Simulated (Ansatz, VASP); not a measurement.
**Two plane-wave programs on GaN**

POSCAR

```
GaN
1.0
    0.0653231975      2.2468071623      2.2468071623
    2.2468071623      0.0653231975      2.2468071623
    2.2468071623      2.2468071623      0.0653231975
Ga N
1 1
Direct
    0.0023580667      0.0023580667      0.0023580667
    0.2476419333      0.2476419333      0.2476419333
```

INCAR.step1

```
PREC     = Accurate       # precision mode
ENCUT    = 1460           # plane-wave cutoff, eV
ISMEAR   = 0              # smearing method
SIGMA    = 0.01           # smearing width, eV
LREAL    = F              # projectors in reciprocal space
LASPH    = T              # aspherical terms in the spheres
NELM     = 120            # most SCF steps
NBANDS   = 16             # bands
GGA      = PE             # functional
ALGO     = Normal         # electronic algorithm
EDIFF    = 1E-5           # SCF threshold, eV
LWAVE    = T              # write WAVECAR
LCHARG   = F              # write CHGCAR
GGA_COMPAT= F
```

INCAR.step2

```
PREC     = Accurate       # precision mode
ENCUT    = 1460           # plane-wave cutoff, eV
EDIFF    = 1E-6           # SCF threshold, eV
ISMEAR   = 0              # smearing method
SIGMA    = 0.01           # smearing width, eV
LREAL    = F              # projectors in reciprocal space
LASPH    = T              # aspherical terms in the spheres
NELM     = 120            # most SCF steps
ALGO     = Normal         # electronic algorithm
ISIF     = 2              # what is computed and relaxed
LWAVE    = F              # write WAVECAR
LCHARG   = F              # write CHGCAR
METAGGA  = R2SCAN         # meta-GGA
LMIXTAU  = T            
NBANDS   = 16             # bands
ISTART   = 1            
GGA_COMPAT= F
```

KPOINTS

```
regular mesh
0
Gamma
  10 10 10
```

Input for Ansatz:

```yaml
crystal:
  lattice:
    - [0.0653231975, 2.2468071623, 2.2468071623]
    - [2.2468071623, 0.0653231975, 2.2468071623]
    - [2.2468071623, 2.2468071623, 0.0653231975]
  atoms:
    - { symbol: Ga, position: [0.0023580667, 0.0023580667, 0.0023580667] }
    - { symbol: "N", position: [0.2476419333, 0.2476419333, 0.2476419333] }
kpoints:
  mp_grid: { grid: [10, 10, 10] }
  band_path:
    path:
      - [0.0, 0.0, 0.0]
      - [-0.5, -0.5, 0.0]
      - [-0.375, -0.375, 0.25]
      - [-0.375, 0.0, 0.375]
      - [0.0, 0.0, 0.5]
      - [-0.5, -0.25, 0.25]
    npoints: 1
hamiltonian:
  xc: r2scan
scf:
  occupations: { method: fixed }
  n_extra_bands: 4
output:
  forces: true
  stress: true
  eigenvalues: true
```

Change from the starting cell: epitaxial_111 strain -3.0%.

Alike in both runs: task single point; functional r2SCAN; k mesh 10 × 10 × 10; no spin polarisation.

|  | VASP | Ansatz |
| --- | --- | --- |
| version | VASP 6.6.1 | Ansatz 0.2.0 |
| potentials or method | VASP PAW PBE potentials, release 64 (Ga_d, N_h) | plane waves, PAW |
| plane-wave cutoff (eV) | 1460 | 500 |
| occupations | gaussian, width 0.01 eV | fixed |
| valence electrons in the cell | 18 | 18 |

VASP gave:

```
gap on the k mesh at the Fermi level (eV)                     : 2.30
pressure (GPa)                                                : 11.6
traceless stress, the component that is largest in VASP (GPa) : -5.14
rms of the force components (eV/Å)                            : 0.007
```

**Question.** Estimate Ansatz's values.

**Answer.** gap on the k mesh at the Fermi level (eV): 2.31; pressure (GPa): 10.3; traceless stress, the component that is largest in VASP (GPa): -5.14; rms of the force components (eV/Å): 0.000.

VASP's potentials were made for PBE, not for r2SCAN. Atom by atom the forces differ by 0.006 eV/Å (rms over components).
